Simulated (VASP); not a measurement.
# NiO (Pm-3m) in VASP: single point with PBEsol+U

Aim: the single point of NiO with PBEsol+U.

Everything below comes from runs of VASP 6.6.1. Logs are shortened: lines on timing, memory, paths and dates and some standing lists are left out, and cuts for length are marked.

## (1) The cell of the first run

Symmetry: Pm-3m, No. 221, cubic system. Conventional cell: a = 2.505 Å, b = 2.505 Å, c = 2.505 Å, α = 90.00°, β = 90.00°, γ = 90.00°. Ni (site symmetry m-3m) has 8 O at 2.17 Å and 6 Ni at 2.50 Å within 2.9 Å. O (site symmetry m-3m) has 8 Ni at 2.17 Å and 6 O at 2.50 Å within 2.9 Å.

## (2) Single point, PBEsol+U, non-collinear spin, twin_end start, moments held on the sites

Contents of INCAR:

```
PREC = Accurate
ENCUT = 600
EDIFF = 1E-6
ISMEAR = 0
SIGMA = 0.05
LREAL = False
LASPH = True
NELM = 200
ALGO = Normal
ISIF = 2
LWAVE = False
LCHARG = False
LNONCOLLINEAR = True
MAGMOM = 0 0 1.05 0 0 0.37
LORBIT = 11
I_CONSTRAINED_M = 2
LAMBDA = 10
M_CONSTR = 0.577 0.577 0.577 0 0 0
RWIGS = 1.24 0.66
ISYM = -1
AMIX = 0.2
BMIX = 1E-4
AMIX_MAG = 0.8
BMIX_MAG = 1E-4
LMAXMIX = 4
LDAU = True
LDAUTYPE = 2
LDAUL = 2 -1
LDAUU = 1 0
LDAUJ = 0 0
LDAUPRINT = 1
GGA = PS
NBANDS = 28
GGA_COMPAT = False
```

Contents of KPOINTS:

```
Automatic mesh
0
Gamma
  7 7 7
```

Contents of POSCAR:

```
NiO
1.0
    2.5046153800      0.0000000000      0.0000000000
    0.0000000000      2.5046153800      0.0000000000
    0.0000000000      0.0000000000      2.5046153800
Ni O
1 1
Direct
    0.0000000000      0.0000000000      0.0000000000
    0.5000000000      0.5000000000      0.5000000000
```

Potentials or basis: VASP PAW PBE potentials, release 64 (Ni, O).

Command:

```
$ cat potpaw_PBE.64/Ni/POTCAR potpaw_PBE.64/O/POTCAR > POTCAR
$ mpirun -np 1 vasp_ncl > vasp.out
```

OUTCAR:

```text
PREC = Accurate
   ENCUT = 600
   EDIFF = 1E-6
   ISMEAR = 0
   LREAL = False
   LASPH = True
   NELM = 200
   ISIF = 2
   LNONCOLLINEAR = True
   LORBIT = 11
   ISYM = -1
   AMIX = 0.2
   AMIX_MAG = 0.8
   GGA = PS

 ion  position               nearest neighbor table
   1  0.000  0.000  0.000-   2 2.17   2 2.17   2 2.17   2 2.17   2 2.17   2 2.17   2 2.17   2 2.17

   2  0.500  0.500  0.500-   1 2.17   1 2.17   1 2.17   1 2.17   1 2.17   1 2.17   1 2.17   1 2.17

IMPORTANT INFORMATION: All symmetrisations will be switched off!
NOSYMM: (Re-)initialisation of all symmetry stuff for point group C_1.

----------------------------------------------------------------------------------------

                                     Primitive cell

  volume of cell :      15.7117

  direct lattice vectors                    reciprocal lattice vectors
     2.504615380  0.000000000  0.000000000     0.399262900  0.000000000  0.000000000
     0.000000000  2.504615380  0.000000000     0.000000000  0.399262900  0.000000000
     0.000000000  0.000000000  2.504615380     0.000000000  0.000000000  0.399262900

  length of vectors
     2.504615380  2.504615380  2.504615380     0.399262900  0.399262900  0.399262900

  position of ions in fractional coordinates (direct lattice)
     0.000000000  0.000000000  0.000000000
     0.500000000  0.500000000  0.500000000

  ion indices of the primitive-cell ions
   primitive index   ion index
                 1           1
                 2           2

----------------------------------------------------------------------------------------

 KPOINTS: Automatic mesh

Automatic generation of k-mesh.
 Grid dimensions read from file:
 generate k-points for:    7    7    7

 Generating k-lattice:

  Cartesian coordinates                     Fractional coordinates (reciprocal lattice)
     0.057037557  0.000000000  0.000000000     0.142857143  0.000000000  0.000000000
     0.000000000  0.057037557  0.000000000     0.000000000  0.142857143  0.000000000
     0.000000000  0.000000000  0.057037557     0.000000000  0.000000000  0.142857143

  Length of vectors
     0.057037557  0.057037557  0.057037557

  Shift w.r.t. Gamma in fractional coordinates (k-lattice)
     0.000000000  0.000000000  0.000000000

 Subroutine IBZKPT returns following result:
 ===========================================

 Found    343 irreducible k-points:

 Following reciprocal coordinates:
            Coordinates               Weight
  0.000000  0.000000  0.000000      1.000000
  0.142857  0.000000  0.000000      1.000000
  0.285714  0.000000  0.000000      1.000000
  0.428571  0.000000  0.000000      1.000000
 -0.428571  0.000000  0.000000      1.000000
 -0.285714  0.000000  0.000000      1.000000
[... 16 lines left out ...]
  0.142857  0.428571  0.000000      1.000000
  0.285714  0.428571  0.000000      1.000000
 [... further k-points ...]
   k-points           NKPTS =    343   k-points in BZ     NKDIM =    343   number of bands    NBANDS=     28
   number of dos      NEDOS =    301   number of ions     NIONS =      2
   total plane-waves  NPLWV =   8000
   dimension x,y,z NGX =    20 NGY =   20 NGZ =   20
   dimension x,y,z NGXF=    40 NGYF=   40 NGZF=   40
   ions per type =               1   1
   NGX,Y,Z   is equivalent  to a cutoff of  13.28, 13.28, 13.28 a.u.
   NGXF,Y,Z  is equivalent  to a cutoff of  26.55, 26.55, 26.55 a.u.
 SYSTEM =  unknown system
   PREC   = accura    normal or accurate (medium, high low for compatibility)
   ISTART =      0    job   : 0-new  1-cont  2-samecut
   ICHARG =      2    charge: 1-file 2-atom 10-const
   ISPIN  =      1    spin polarized calculation?
[... 32 lines left out ...]
   U (eV)           for each species LDAUU =   1.0  0.0
   J (eV)           for each species LDAUJ =   0.0  0.0
   GGA     = PS    functional components
   LHFCALC =     F    Hartree Fock is set to
   AEXX    =    0.0000 exact exchange contribution
   IVDW    =     0    specifies the selected vdW correction
   LEPSILON=     F    determine dielectric tensor
   LRPA    =     F    only Hartree local field effects (RPA)
 Gauss-broadening in eV      SIGMA  =   0.05
  energy-cutoff  :      600.00
  volume of cell :       15.71
 maximum number of plane-waves:      1068
   NGX = 11   NGY = 11   NGZ = 11

 number of electron      15.9999993 magnetization      -0.0481122     -0.0481103      0.9269681

atom =   1  type =  1  l = 2

 onsite density matrix

spin component  1

  0.9076 -0.0000  0.0000  0.0000  0.0000     -0.0000 -0.0000  0.0000  0.0000 -0.0000
 -0.0000  0.9076 -0.0000  0.0000  0.0000      0.0000 -0.0000 -0.0000  0.0000  0.0000
  0.0000 -0.0000  0.9278 -0.0000  0.0000     -0.0000  0.0000 -0.0000 -0.0000  0.0000
  0.0000  0.0000 -0.0000  0.9076 -0.0000     -0.0000 -0.0000  0.0000 -0.0000  0.0000
  0.0000  0.0000  0.0000 -0.0000  0.9278      0.0000 -0.0000 -0.0000 -0.0000  0.0000
[... 19 lines left out ...]
  0.7097  0.0000 -0.0000 -0.0000  0.0000      0.0000 -0.0000  0.0000  0.0000 -0.0000
  0.0000  0.7097  0.0000 -0.0000  0.0000      0.0000 -0.0000 -0.0000  0.0000  0.0000
 -0.0000  0.0000  0.8432 -0.0000 -0.0000     -0.0000  0.0000  0.0000  0.0000  0.0000
 -0.0000 -0.0000 -0.0000  0.7097  0.0000     -0.0000 -0.0000 -0.0000 -0.0000  0.0000
  0.0000  0.0000 -0.0000  0.0000  0.8432      0.0000 -0.0000 -0.0000 -0.0000 -0.0000

 occupancies and eigenvectors

  o =  0.6372  v = -0.3329 -0.0752  0.0000 -0.3080  0.0000  0.4547  0.0989  0.0000  0.4256 -0.0000      0.0000 -0.0028  0.0000  0.0036  0.0000  0.4547  0.1065  0.0000  0.4157 -0.0000
  o =  0.6372  v = -0.2490  0.3384 -0.0000  0.1866  0.0000  0.3402 -0.4548  0.0000 -0.2554 -0.0000      0.0000  0.0054 -0.0000 -0.0004  0.0000  0.3402 -0.4696  0.0000 -0.2542 -0.0000
  o =  0.6372  v = -0.1962 -0.3019  0.0000  0.2857  0.0000  0.2680  0.4095 -0.0000 -0.3979 -0.0000      0.0000 -0.0021 -0.0000 -0.0055 -0.0000  0.2680  0.4153 -0.0000 -0.3827 -0.0000
  o =  0.8123  v =  0.0000 -0.0000 -0.1113  0.0000 -0.0778  0.0000  0.0000  0.6414 -0.0000  0.4535      0.0000  0.0000  0.3582  0.0000  0.2541 -0.0000 -0.0000 -0.3372  0.0000 -0.2408
  o =  0.8123  v = -0.0000 -0.0000  0.2621 -0.0000 -0.3696  0.0000 -0.0000 -0.4183  0.0000  0.5920      0.0000 -0.0000 -0.0441  0.0000  0.0637  0.0000 -0.0000 -0.2978  0.0000  0.4179
  o =  0.9588  v =  0.0000  0.0000  0.2415 -0.0000 -0.8313  0.0000  0.0000  0.1107 -0.0000 -0.3733      0.0000 -0.0000 -0.0609 -0.0000  0.1887  0.0000  0.0000  0.0661 -0.0000 -0.2352
  o =  0.9588  v =  0.0000 -0.0000 -0.7747 -0.0000 -0.2238  0.0000 -0.0000 -0.1534 -0.0000 -0.0419      0.0000 -0.0000 -0.3557 -0.0000 -0.1093  0.0000 -0.0000 -0.4137 -0.0000 -0.1219
  o =  0.9800  v = -0.4508 -0.2114 -0.0000  0.7352 -0.0000 -0.1650 -0.0779  0.0000  0.2642 -0.0000      0.0000  0.0015 -0.0000  0.0134  0.0000 -0.1650 -0.0769 -0.0000  0.2740 -0.0000
  o =  0.9800  v = -0.2120  0.8047 -0.0000  0.1034  0.0000 -0.0776  0.3977 -0.0000  0.0662  0.0000      0.0000 -0.2819  0.0000 -0.0776 -0.0000 -0.0776  0.1914 -0.0000  0.0094  0.0000
  o =  0.9800  v =  0.7352  0.1024 -0.0000  0.4806  0.0000  0.2691  0.0669 -0.0000  0.1811  0.0000      0.0000 -0.0804  0.0000 -0.0142 -0.0000  0.2691  0.0081 -0.0000  0.1707  0.0000

 number of electron      15.9999993 magnetization       1.0409894      1.0409860      1.0409893

 Free energy of the ion-electron system (eV)
  ---------------------------------------------------
  ext. energy  EPLUGINS =         0.00000000
  ---------------------------------------------------
  free energy    TOTEN  =       -10.83972881 eV

  energy without entropy =      -10.83499710  energy(sigma->0) =      -10.83736296

 E-fermi :   9.4171     XC(G=0): -13.9563

 val. band max:        9.4110505742   @ k =  -0.4286   0.1429   0.1429
 cond. band min:       9.4236284999   @ k =   0.2857   0.4286  -0.4286
 fundamental gap:      0.0125779257
 Fermi energy:         9.4170806057

 k-point     1 :       0.0000    0.0000    0.0000
  band No.  band energies     occupation
      1     -11.7296      1.00000
      2     -11.0651      1.00000
      3       5.1028      1.00000
      4       5.1028      1.00000
      5       6.1673      1.00000
      6       6.1673      1.00000
[... 733 lines left out ...]
     27      31.3767      0.00000
     28      31.7838      0.00000

 [... further k-points ...]

------------------------ aborting loop because EDIFF is reached ----------------------------------------

  FORCE on cell =-STRESS in cart. coord.  units (eV):
  Direction    XX          YY          ZZ          XY          YZ          ZX
  --------------------------------------------------------------------------------------
  -------------------------------------------------------------------------------------
  Total        1.6248004      1.6248479      1.6247693     -0.0000013     -0.0000033     -0.0000067
  in kB      165.6866302    165.6914738    165.6834566     -0.0001315     -0.0003346     -0.0006838
  external PRESSURE =     165.6871869 kB  Pullay stress =       0.0000000 kB

 VOLUME and BASIS-vectors are now :
 -----------------------------------------------------------------------------
  energy-cutoff  :      600.00
  volume of cell :       15.71
      direct lattice vectors                 reciprocal lattice vectors
     2.504615380  0.000000000  0.000000000     0.399262900  0.000000000  0.000000000
     0.000000000  2.504615380  0.000000000     0.000000000  0.399262900  0.000000000
     0.000000000  0.000000000  2.504615380     0.000000000  0.000000000  0.399262900

 POSITION                                       TOTAL-FORCE (eV/Angst)
 -----------------------------------------------------------------------------------
      0.00000      0.00000      0.00000         0.000004     -0.000003      0.000004
      1.25231      1.25231      1.25231        -0.000004      0.000003     -0.000004
 -----------------------------------------------------------------------------------
    total drift:                                0.000018      0.000011     -0.000003

  FREE ENERGIE OF THE ION-ELECTRON SYSTEM (eV)
  ---------------------------------------------------
  free  energy   TOTEN  =       -10.8397288104 eV

  energy  without entropy=      -10.8349971030  energy(sigma->0) =      -10.83736296

 total charge

# of ion       s       p       d       tot
------------------------------------------
    1        0.351   0.455   8.365   9.172
    2        1.588   3.332   0.000   4.920
--------------------------------------------------
tot          1.939   3.786   8.365  14.091

 magnetization (x)

# of ion       s       p       d       tot
------------------------------------------
    1       -0.006  -0.003   0.764   0.755
    2        0.006   0.256   0.000   0.262
--------------------------------------------------
tot         -0.000   0.253   0.764   1.017

 magnetization (y)

# of ion       s       p       d       tot
------------------------------------------
    1       -0.006  -0.003   0.764   0.755
    2        0.006   0.256   0.000   0.262
--------------------------------------------------
tot         -0.000   0.253   0.764   1.017

 magnetization (z)

# of ion       s       p       d       tot
------------------------------------------
    1       -0.006  -0.003   0.764   0.755
    2        0.006   0.256   0.000   0.262
--------------------------------------------------
tot         -0.000   0.253   0.764   1.017
```

It took 9.7 min on 1 thread of Intel Xeon 6975P-C (Granite Rapids), shared host; peak memory 0.38 GiB.

What came out:

| Property | Result |
| --- | --- |
| Free energy | -10.8397 eV |
| Band gap on the k mesh | zero (bands 16 and 17 overlap by 1.27 eV) |
| Net moment | 1.80 μB per cell |
| Valence electrons inside the program's atomic spheres | Ni 9.17; O 4.92 |

Moments on the atoms (μB; x, y, z):
```
Ni  0.76 0.76 0.76
O   0.26 0.26 0.26
```

Caveat: moments held by a penalty; the PAW data sets were made with another functional, which shifts forces and pressure a little; a cell with one magnetic atom can't hold antiferromagnetic order, which such compounds often take. The state reached can hang on the start; a lower one may exist.
